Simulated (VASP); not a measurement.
Set up this calculation in VASP 6.6.1, as the native input.

| Quantity | Value |
| --- | --- |
| Task | relaxation of cell and atoms |
| Functional | PBEsol |
| Potentials or basis | VASP PAW PBE potentials, release 64 (Al) |
| Cutoff | 500 eV |
| k mesh | 13 × 13 × 9 |
| Occupations | fermi-dirac, width 0.1 eV |
| Spin | no spin polarisation |
| Dipole correction | no |
| Further INCAR settings | ALGO = Normal; EDIFF = 1e-07; ISYM = 0; IBRION = 2; EDIFFG = -0.01; NSW = 80; ISIF = 3 |

The structure of Al lies in POSCAR:

```
Al
1.0
   -2.5179409410      2.5179409410      1.3747957538
    2.5179409410     -2.5179409410      1.3747957538
    2.5179409410      2.5179409410     -1.3747957538
Al
2
Direct
    0.0000000000      0.0000000000      0.0000000000
    0.7500000000      0.2500000000      0.5000000000
```

One way to write it, as run:

INCAR

```
SYSTEM = Al
  PREC = Accurate
  ENCUT = 500
  EDIFF = 1E-7
  ISMEAR = -1
  SIGMA = 0.1
  LREAL = .False.
  LASPH = .True.
  NELM = 120
  ALGO = Normal
  ISIF = 3
  LWAVE = .False.
  LCHARG = .False.
  GGA = PS
  IBRION = 2
  NSW = 80
  EDIFFG = -0.01
  ISYM = 0
  GGA_COMPAT = .False.
  NELMIN = 4
```

KPOINTS

```
regular mesh
0
Gamma
  13 13 9
  0 0 0
```

Potentials or basis: VASP PAW PBE potentials, release 64 (Al).

Run with:

```console
$ cat potpaw_PBE.64/Al/POTCAR > POTCAR
$ mpirun -np 1 vasp_std > vasp.out
```

Results of the run:

```json
{
  "Relaxed volume": "17.33 Å³/atom",
  "Relaxed cell": "a = 4.577 Å, b = 4.577 Å, c = 3.968 Å, α = 102.17°, β = 102.17°, γ = 144.62°",
  "Space group after relaxing (to 0.1 Å)": "Cmcm (No. 63)",
  "Energy gained by relaxing": "244.9 meV/atom",
  "Ionic steps": "39",
  "Pressure after relaxing": "0.1 GPa",
  "Band gap on the k mesh": "zero (bands 3 and 4 overlap by 8.39 eV)"
}
```

Caveat: a cell axis changed by over 15 % at a fixed basis, so the end point is rough; the PAW data sets were made with another functional, which shifts forces and pressure a little.

Run time: 20 min on 1 thread of Intel(R) Xeon(R) 6975P-C (Granite Rapids), on a shared host, peak memory 0.28 GiB.
